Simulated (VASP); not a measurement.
Runs of VASP 6.6.1 on CoPtO2. The structure is that of space group R-3m (No. 166), or close to it. The cells are those of the table. 

| cell | gap on the mesh (eV) | pressure (GPa) | largest force (eV/Å) |
| --- | --- | --- | --- |
| a = 6.193 Å, angles 26.6°, 4 atoms | none | 0.1 | 0.02 |
| a = 6.145 Å, angles 26.4°, 4 atoms | none | (b) | 0.02 |
| a = 6.240 Å, angles 26.9°, 4 atoms | none | -8.0 | 0.02 |
| a = 6.217 Å, angles 26.8°, 4 atoms | none | -4.2 | 0.02 |
| a = 6.169 Å, angles 26.5°, 4 atoms | none | (a) | 0.02 |

Alike in all rows: task single point; level PBE; potentials or basis VASP PAW PBE potentials, release 64 (Co, Pt, O); no spin polarisation; k mesh 14 × 14 × 14; cutoff (eV) 520; smearing gaussian 0.05 eV.

Q: Fill in the values left out.

A: (a) 4.8; (b) 10.3.

Caveats: spin-orbit coupling is left out, which moves the levels of the heavy elements; an odd number of electrons without spin polarisation forces a metal; a magnetic or distorted state may lie lower; the run has no spin polarisation, though such a crystal can be magnetic; semilocal functionals often make such compounds metallic where correlation or magnetic order opens a gap, which also shifts bond lengths; the cell stands under pressure (at least some runs); the cell stands under tension (at least some runs).

A k mesh can miss the band edges, and the runs leave out spin-orbit coupling on Pt.

A gap of «none» marks levels without a gap at the run's occupations.
